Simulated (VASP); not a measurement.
# CuO (Cccm) in VASP: a series of runs, part 2 of 3

VASP 6.6.1. Earlier steps stand in the parts before.

## (3) Single point, PBE

This run uses another cell than the first one, of 8.92 Å³/atom, 0.807 times its volume.

INCAR

```
SYSTEM = CuO
PREC = Accurate ; ENCUT = 700
EDIFF = 1E-6 ; ISMEAR = -1
SIGMA = 0.05 ; LREAL = .False.
LASPH = .True. ; NELM = 120
ALGO = Normal ; ISIF = 2
LWAVE = .False. ; LCHARG = .True.
GGA = PE ; LELF = .True.
LVHAR = .True. ; NBANDS = 33
GGA_COMPAT = .False.
```

KPOINTS

```
regular mesh
0
Gamma
  9 9 5
  0 0 0
```

POSCAR

```
CuO
1.0
    1.4552470404     -2.3694801362      0.0000000000
    1.4552470404      2.3694801362      0.0000000000
    0.0000000000      0.0000000000      5.1751280640
Cu O
2 2
Direct
    0.5000000000      0.0000000000      0.0000000000
    0.0000000000      0.5000000000      0.5000000000
    0.5000000000      0.5000000000      0.2500000000
    0.5000000000      0.5000000000      0.7500000000
```

Potentials or basis: VASP PAW PBE potentials, release 64 (Cu_sv_GW, O).

Command:

```bash
cat potpaw_PBE.64/Cu_sv_GW/POTCAR potpaw_PBE.64/O/POTCAR > POTCAR
mpirun -np 1 vasp_std > vasp.out
```

Run time: 69 s. Hardware: 1 thread of Intel Xeon 6975P-C (Granite Rapids), shared host; peak memory 0.27 GiB.

Results (log left out):

| Quantity | Value |
| --- | --- |
| Free energy | -19.0911 eV |
| Pressure | 26.6 GPa |
| Band gap on the k mesh | zero (band 25 reaches 7.56 eV, above the bottom of band 26 at 7.09 eV) |

Stress tensor (GPa, compression positive):
```
26.41  0.00  0.00
 0.00 26.61  0.00
 0.00  0.00 26.67
```

Levels at points of the mesh, in eV from the Fermi level:
| k point | band 21 | band 22 | band 23 | band 24 | band 25 | band 26 | band 27 | band 28 | band 29 | band 30 |
| --- | --- | --- | --- | --- | --- | --- | --- | --- | --- | --- |
| (0.00, 0.00, 0.00) | -2.96 | -2.72 | -2.41 | -2.07 | 0.10 | 1.19 | 2.17 | 7.39 | 8.24 | 16.13 |

Caveat: semilocal functionals often make such compounds metallic where correlation or magnetic order opens a gap, which also shifts bond lengths. With open d or f shells a metallic result of PBE can be an artefact of self-interaction; +U or a hybrid may open a gap.

## (4) Single point, PBE (volume scaled by 0.96)

INCAR

```
  PREC = Accurate
  ENCUT = 520
  EDIFF = 1E-7
  ISMEAR = -1
  SIGMA = 0.05
  LREAL = F
  LASPH = T
  NELM = 80
  ALGO = Normal
  ISIF = 2
  LWAVE = F
  LCHARG = T
  GGA = PE
  LELF = T
  LVHAR = T
  NBANDS = 25
```

KPOINTS

```
Automatic mesh
0
Gamma
  9 9 5
```

POSCAR

```
CuO
1.0
    1.9640597285     -2.1244444051      0.0000000000
    1.9640597285      2.1244444051      0.0000000000
    0.0000000000      0.0000000000      5.0862447552
Cu O
2 2
Direct
    0.5000000000      0.0000000000      0.0000000000
    0.0000000000      0.5000000000      0.5000000000
    0.5000000000      0.5000000000      0.2500000000
    0.5000000000      0.5000000000      0.7500000000
```

Potentials or basis: VASP PAW PBE potentials, release 64 (Cu, O).

Command:

```bash
cat potpaw_PBE.64/Cu/POTCAR potpaw_PBE.64/O/POTCAR > POTCAR
mpirun -np 1 vasp_std > vasp.out
```

OUTCAR:

```text
PREC = Accurate
   ENCUT = 520
   EDIFF = 1E-7
   ISMEAR = -1
   LREAL = F
   LASPH = T
   NELM = 80
   ISIF = 2
   GGA = PE

 ion  position               nearest neighbor table
   1  0.500  0.000  0.000-   3 1.93   4 1.93   3 1.93   4 1.93
   2  0.000  0.500  0.500-   3 1.93   4 1.93   3 1.93   4 1.93
   3  0.500  0.500  0.250-   1 1.93   2 1.93   1 1.93   2 1.93
   4  0.500  0.500  0.750-   1 1.93   2 1.93   1 1.93   2 1.93

  LATTYP: Found a base centered orthorhombic cell.
 ALAT       =     3.9281194570
 B/A-ratio  =     1.0816597756
 C/A-ratio  =     1.2948294498

  Lattice vectors:

 A1 = (   1.9640597285,  -2.1244444051,   0.0000000000)
 A2 = (   1.9640597285,   2.1244444051,   0.0000000000)
 A3 = (   0.0000000000,   0.0000000000,   5.0862447552)

Analysis of symmetry for initial positions (statically):
=====================================================================
 Subroutine PRICEL returns:
 Original cell was already a primitive cell.

 Routine SETGRP: Setting up the symmetry group for a
 base centered orthorhombic supercell.

 Subroutine GETGRP returns: Found  8 space group operations
 (whereof  4 operations were pure point group operations)
 out of a pool of  8 trial point group operations.

The static configuration has the point symmetry C_2h.
 The point group associated with its full space group is D_2h.

Analysis of symmetry for dynamics (positions and initial velocities):
=====================================================================
 Subroutine PRICEL returns:
 Original cell was already a primitive cell.

 Routine SETGRP: Setting up the symmetry group for a
 base centered orthorhombic supercell.

 Subroutine GETGRP returns: Found  8 space group operations
 (whereof  4 operations were pure point group operations)
 out of a pool of  8 trial point group operations.

The dynamic configuration has the point symmetry C_2h.
 The point group associated with its full space group is D_2h.

 Subroutine INISYM returns: Found  8 space group operations
 (whereof  4 operations are pure point group operations),
 and found     1 'primitive' translations

----------------------------------------------------------------------------------------

                                     Primitive cell

  volume of cell :      42.4451

  direct lattice vectors                    reciprocal lattice vectors
     1.964059729 -2.124444405  0.000000000     0.254574743 -0.235355653  0.000000000
     1.964059729  2.124444405  0.000000000     0.254574743  0.235355653  0.000000000
     0.000000000  0.000000000  5.086244755     0.000000000  0.000000000  0.196608706

  length of vectors
     2.893232560  2.893232560  5.086244755     0.346699557  0.346699557  0.196608706

  position of ions in fractional coordinates (direct lattice)
     0.500000000  0.000000000  0.000000000
     0.000000000  0.500000000  0.500000000
     0.500000000  0.500000000  0.250000000
     0.500000000  0.500000000  0.750000000

  ion indices of the primitive-cell ions
   primitive index   ion index
                 1           1
                 2           2
                 3           3
                 4           4
[... 20 lines left out ...]
     0.000000000  0.000000000  0.000000000

 Subroutine IBZKPT returns following result:
 ===========================================

 Found     75 irreducible k-points:

 Following reciprocal coordinates:
            Coordinates               Weight
  0.000000  0.000000  0.000000      1.000000
  0.111111  0.000000  0.000000      4.000000
  0.222222  0.000000  0.000000      4.000000
  0.333333 -0.000000  0.000000      4.000000
  0.444444  0.000000  0.000000      4.000000
  0.111111  0.111111  0.000000      2.000000
[... 16 lines left out ...]
 -0.333333  0.333333  0.000000      2.000000
  0.444444  0.444444  0.000000      2.000000
 [... further k-points ...]
   k-points           NKPTS =     75   k-points in BZ     NKDIM =     75   number of bands    NBANDS=     25
   number of dos      NEDOS =    301   number of ions     NIONS =      4
   total plane-waves  NPLWV =  23040
   dimension x,y,z NGX =    24 NGY =   24 NGZ =   40
   dimension x,y,z NGXF=    48 NGYF=   48 NGZF=   80
   ions per type =               2   2
   NGX,Y,Z   is equivalent  to a cutoff of  13.79, 13.79, 13.07 a.u.
   NGXF,Y,Z  is equivalent  to a cutoff of  27.58, 27.58, 26.15 a.u.
 SYSTEM =  unknown system
   PREC   = accura    normal or accurate (medium, high low for compatibility)
   ISTART =      0    job   : 0-new  1-cont  2-samecut
   ICHARG =      2    charge: 1-file 2-atom 10-const
   ISPIN  =      1    spin polarized calculation?
   LNONCOLLINEAR =      F non collinear calculations
   LSORBIT =      F    spin-orbit coupling
   LASPH  =      T    aspherical Exc in radial PAW
   ENCUT  =  520.0 eV  38.22 Ry    6.18 a.u.   5.38  5.38  9.46*2*pi/ulx,y,z
   NELM   =     80;   NELMIN=  2; NELMDL= -5     # of ELM steps
   EDIFF  = 0.1E-06   stopping-criterion for ELM
   LREAL  =      F    real-space projection
   EDIFFG = 0.1E-05   stopping-criterion for IOM
   NSW    =      0    number of steps for IOM
   IBRION =     -1    ionic relax: 0-MD 1-quasi-New 2-CG
   NFREE  =      0    steps in history (QN), initial steepest desc. (CG)
   ISIF   =      2    stress and relaxation
   ISYM   =      2    0-nonsym 1-usesym 2-fastsym
   POTIM  = 0.5000    time-step for ionic-motion
   TEBEG  =    0.0;   TEEND  =   0.0 temperature during run
   PSTRESS=    0.0 pullay stress
   NELECT =      34.0000    total number of electrons
   NUPDOWN=      -1.0000    fix difference up-down
   EMIN   =  10.00;   EMAX   =-10.00  energy-range for DOS
   EFERMI =   0.00;   METHOD = LEGACY
   ISMEAR =    -1;   SIGMA  =   0.05  broadening in eV -4-tet -1-fermi 0-gaus
   EFERMI_NEDOS =   21; number of points for ismear=-14 and -15
   IALGO  =     38    algorithm
   IMIX   =      4    mixing-type and parameters
     AMIX     =   0.40;   BMIX     =  1.00
     AMIX_MAG =   1.60;   BMIX_MAG =  1.00
  volume/ion in A,a.u.               =      10.61        71.61
  Fermi-wavevector in a.u.,A,eV,Ry     =   1.520403  2.873145 31.451569  2.311625
  Thomas-Fermi vector in A             =   2.629258
   LORBIT       =      0    0 simple, 1 ext, 2 COOP (PROOUT), +10 PAW based schemes
   GGA     = PE    functional components
   LHFCALC =     F    Hartree Fock is set to
   AEXX    =    0.0000 exact exchange contribution
   IVDW    =     0    specifies the selected vdW correction
   LEPSILON=     F    determine dielectric tensor
   LRPA    =     F    only Hartree local field effects (RPA)
 non-spin polarized calculation
  energy-cutoff  :      520.00
  volume of cell :       42.45
 maximum number of plane-waves:      1162
 NGX is ok and might be reduce to    24
   NGX = 11   NGY = 11   NGZ = 19

 number of electron      33.9999964 magnetization

 Free energy of the ion-electron system (eV)
  ---------------------------------------------------
  ext. energy  EPLUGINS =         0.00000000
  ---------------------------------------------------
  free energy    TOTEN  =       -19.66309089 eV

  energy without entropy =      -19.64394971  energy(sigma->0) =      -19.65352030

 E-fermi :   5.4259     XC(G=0): -11.5630

 val. band max:        5.4232068235   @ k =   0.2222   0.1111   0.0000
 cond. band min:       5.4735941688   @ k =   0.4444   0.0000   0.2000
 fundamental gap:      0.0503873453
 Fermi energy:         5.4258570796

 k-point     1 :       0.0000    0.0000    0.0000
  band No.  band energies     occupation
      1     -14.7253      2.00000
      2     -13.3141      2.00000
      3      -3.0637      2.00000
      4      -0.3420      2.00000
      5      -0.1750      2.00000
      6       1.4919      2.00000
[... 661 lines left out ...]
     24      17.2382      0.00000
     25      17.3326      0.00000

 [... further k-points ...]

------------------------ aborting loop because EDIFF is reached ----------------------------------------

  FORCE on cell =-STRESS in cart. coord.  units (eV):
  Direction    XX          YY          ZZ          XY          YZ          ZX
  --------------------------------------------------------------------------------------
  -------------------------------------------------------------------------------------
  Total        2.2639197      2.1790324      2.9634236     -0.0000000      0.0000000      0.0000000
  in kB       85.4563385     82.2520927    111.8605624     -0.0000000      0.0000000      0.0000000
  external PRESSURE =      93.1896645 kB  Pullay stress =       0.0000000 kB

 VOLUME and BASIS-vectors are now :
 -----------------------------------------------------------------------------
  energy-cutoff  :      520.00
  volume of cell :       42.45
      direct lattice vectors                 reciprocal lattice vectors
     1.964059729 -2.124444405  0.000000000     0.254574743 -0.235355653  0.000000000
     1.964059729  2.124444405  0.000000000     0.254574743  0.235355653  0.000000000
     0.000000000  0.000000000  5.086244755     0.000000000  0.000000000  0.196608706

 POSITION                                       TOTAL-FORCE (eV/Angst)
 -----------------------------------------------------------------------------------
      0.98203     -1.06222      0.00000        -0.000000      0.000000      0.000000
      0.98203      1.06222      2.54312         0.000000     -0.000000      0.000000
      1.96406      0.00000      1.27156         0.000000      0.000000      0.000000
      1.96406      0.00000      3.81468         0.000000     -0.000000     -0.000000
 -----------------------------------------------------------------------------------
    total drift:                                0.000000     -0.000000     -0.000000

  FREE ENERGIE OF THE ION-ELECTRON SYSTEM (eV)
  ---------------------------------------------------
  free  energy   TOTEN  =       -19.6630908854 eV

  energy  without entropy=      -19.6439497136  energy(sigma->0) =      -19.65352030
```

stdout:

```text
POSCAR found type information on POSCAR CuO
 POSCAR found :  2 types and       4 ions
 scaLAPACK will be used
 LDA part: xc-table for (Slater+PW92), standard interpolation
 POSCAR, INCAR and KPOINTS ok, starting setup
 FFT: planning ... GRIDC
 FFT: planning ... GRID_SOFT
 FFT: planning ... GRID
 WAVECAR not read
 entering main loop
```

Wall time 44 s (1 thread of AMD EPYC 9R45 (Zen 5), shared host); peak memory 0.17 GiB.

What came out:

```yaml
Free_energy: -19.6631 eV
Pressure: 9.3 GPa
Band_gap_on_the_k_mesh: zero (band 17 reaches 6.04 eV, above the bottom of band 18 at 5.15 eV)
```

Caveat: the cell differs from its parent crystal (volume scaled by 0.96); semilocal functionals often make such compounds metallic where correlation or magnetic order opens a gap, which also shifts bond lengths.

## (5) Single point, PBE (volume scaled by 0.98)

INCAR

```
SYSTEM = CuO
PREC = Accurate
ENCUT = 520
EDIFF = 1E-6
ISMEAR = -1
SIGMA = 0.05
LREAL = .FALSE.
LASPH = .TRUE.
NELM = 100
ALGO = Normal
ISIF = 2
LWAVE = .FALSE.
LCHARG = .FALSE.
GGA = PE
NBANDS = 25
```

KPOINTS

```
Automatic mesh
0
G
  9 9 5
  0 0 0
```

POSCAR

```
CuO
1.0
    1.9776053960     -2.1390962088      0.0000000000
    1.9776053960      2.1390962088      0.0000000000
    0.0000000000      0.0000000000      5.1213234137
Cu O
2 2
Direct
    0.5000000000      0.0000000000      0.0000000000
    0.0000000000      0.5000000000      0.5000000000
    0.5000000000      0.5000000000      0.2500000000
    0.5000000000      0.5000000000      0.7500000000
```

Command:

```bash
cat potpaw_PBE.64/Cu/POTCAR potpaw_PBE.64/O/POTCAR > POTCAR
mpirun -np 1 vasp_std > vasp.out
```

Wall time 41 s (1 thread of AMD EPYC 9R45 (Zen 5), shared host); peak memory 0.17 GiB.

Results (log left out):

* Free energy: -19.7051 eV
* Pressure: 5.6 GPa
* Band gap on the k mesh: zero (band 17 reaches 5.76 eV, above the bottom of band 18 at 4.88 eV)

Stress tensor (GPa, compression positive):
```
5.44 0.00 0.00
0.00 4.79 0.00
0.00 0.00 6.44
```

Levels at points of the mesh, in eV from the Fermi level:
```
           k point  band 15  band 16  band 17  band 18  band 19  band 20
(0.00, 0.00, 0.00)    -2.35    -1.94     0.61     0.80     1.50     6.17
```

Caveat: the cell differs from its parent crystal (volume scaled by 0.98); semilocal functionals often make such compounds metallic where correlation or magnetic order opens a gap, which also shifts bond lengths.

(Continued in part 3 of 3.)
